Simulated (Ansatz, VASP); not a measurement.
GdRe: VASP beside Ansatz

```
Gd Re
1.0
     3.53882    0.00000    0.00000
     0.00000    3.53882    0.00000
     0.00000    0.00000    3.53882
Gd Re
1 1
Direct
  0.00000 0.00000 0.00000
  0.50000 0.50000 0.50000
```

Alike in both runs: task single point; functional PBE; k mesh 10 × 10 × 10; occupations gaussian, width 0.05 eV; collinear spin.

|  | VASP | Ansatz |
| --- | --- | --- |
| version | VASP 6.6.1 | Ansatz 0.2.0 |
| potentials or method | VASP PAW PBE potentials, release 64 (Gd, Re), cutoff 520 eV | scalar-relativistic, plane waves, PAW |
| valence electrons in the cell | 25 | 33 |

```tsv
	VASP	Ansatz	Ansatz less VASP
gap on the k mesh at the Fermi level (eV)	none	none	-
pressure (GPa)	-6.4	-6.3	+0.09
net moment per atom (μB)	3.02	3.01	-0.009
size of the moment on the site where the two differ most (μB)	6.77	6.93	+0.160
```

Site moments also hang on the region over which each program counts them. A gap of «none» marks a metal or a gap that the smearing closes. With one functional, cell and mesh, what is left measures potentials, basis and numerics. VASP's potentials hold 25 valence electrons a cell and Ansatz's 33, so a difference there can come from the potentials and not from the codes. Ansatz's warnings: stability check not made.

Neither program's run includes spin-orbit coupling.
